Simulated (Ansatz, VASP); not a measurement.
# One calculation of AlN, two programs

INCAR

```
PREC = Accurate ; ENCUT = 520
EDIFF = 1E-7 ; ISMEAR = 0
SIGMA = 0.01 ; LREAL = False
LASPH = True ; NELM = 60
ALGO = Normal ; ISIF = 2
LWAVE = False ; LCHARG = True
GGA = PE ; LELF = True
LVHAR = True ; NBANDS = 11
```

Contents of KPOINTS:

```
regular mesh
0
Gamma
  6 6 6
```

POSCAR

```
AlN
1.0
    0.0064797313      2.2122730124      2.2122403865
    2.1599497421     -0.0142138069      2.2328017341
    2.1597616884      2.2328813174     -0.0142676951
Al N
1 1
Direct
   -0.0058685286     -0.0112363655      0.0002978879
    0.7514112333      0.7288712970      0.7406814342
```

Input for Ansatz:

```yaml
crystal:
  lattice:
    - [0.006479731252711309, 2.212273012380006, 2.212240386475777]
    - [2.159949742123023, -0.014213806871413983, 2.232801734065045]
    - [2.1597616883546045, 2.232881317392417, -0.014267695109659799]
  atoms:
    - { symbol: Al, position: [-0.0058685285736563165, -0.011236365538150626, 0.00029788790883775835] }
    - { symbol: "N", position: [0.7514112332521686, 0.7288712969595127, 0.7406814341652795] }
basis:
  ecutwfc: 450.0
kpoints:
  mp_grid:
    grid: [6, 6, 6]
hamiltonian:
  xc: pbe
scf:
  occupations:
    method: fixed
output:
  forces: true
  stress: true
```

Alike in both runs: task single point; functional PBE; k mesh 6 × 6 × 6; no spin polarisation.

|  | VASP | Ansatz |
| --- | --- | --- |
| version | VASP 6.6.1 | Ansatz 0.2.0 |
| potentials or method | VASP PAW PBE potentials, release 64 (Al, N), cutoff 520 eV | plane waves, PAW |
| occupations | gaussian, width 0.01 eV | fixed |
| valence electrons in the cell | 8 | 8 |

Ansatz gave:

* pressure (GPa): -1.0
* traceless stress, the component that is largest in VASP (GPa): 2.45
* rms of the force components (eV/Å): 0.254

Q: Which values does VASP return?

A: Pressure (GPa): -1.2; traceless stress, the component that is largest in VASP (GPa): 2.47; rms of the force components (eV/Å): 0.254.

Atom by atom the forces differ by 0.001 eV/Å (rms over components).
